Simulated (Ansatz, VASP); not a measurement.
## One calculation of TiC, two programs

```
Ti C
1.0
     0.00000    2.16400    2.16400
     2.16400    0.00000    2.16400
     2.16400    2.16400    0.00000
Ti C
1 1
Direct
  0.99422 0.99422 0.00578
  0.50000 0.50000 0.50000
```

Change from the starting cell: all Ti atoms moved +0.025 Å, as atom 1 towards its neighbour atom 2 (C) at 2.164 Å.

Alike in both runs: task single point; functional PBE; k mesh 18 × 18 × 18; occupations gaussian, width 0.15 eV; no spin polarisation.

|  | VASP | Ansatz |
| --- | --- | --- |
| version | VASP 6.6.1 | Ansatz 0.2.0 |
| potentials or method | VASP PAW PBE potentials, release 64 (Ti_sv, C), cutoff 520 eV | scalar-relativistic, plane waves, PAW |
| valence electrons in the cell | 16 | 16 |

Ansatz gave:

| Property | Result |
| --- | --- |
| gap on the k mesh at the Fermi level (eV) | none |
| pressure (GPa) | 1.0 |
| traceless stress, the component that is largest in VASP (GPa) | 0.11 |
| rms of the force components (eV/Å) | 0.135 |

Task: Estimate VASP's values.

Result: gap on the k mesh at the Fermi level (eV): none; pressure (GPa): 1.2; traceless stress, the component that is largest in VASP (GPa): 0.12; rms of the force components (eV/Å): 0.136.

Atom by atom the forces differ by 0.001 eV/Å (rms over components). A gap of «none» marks a metal or a gap that the smearing closes.
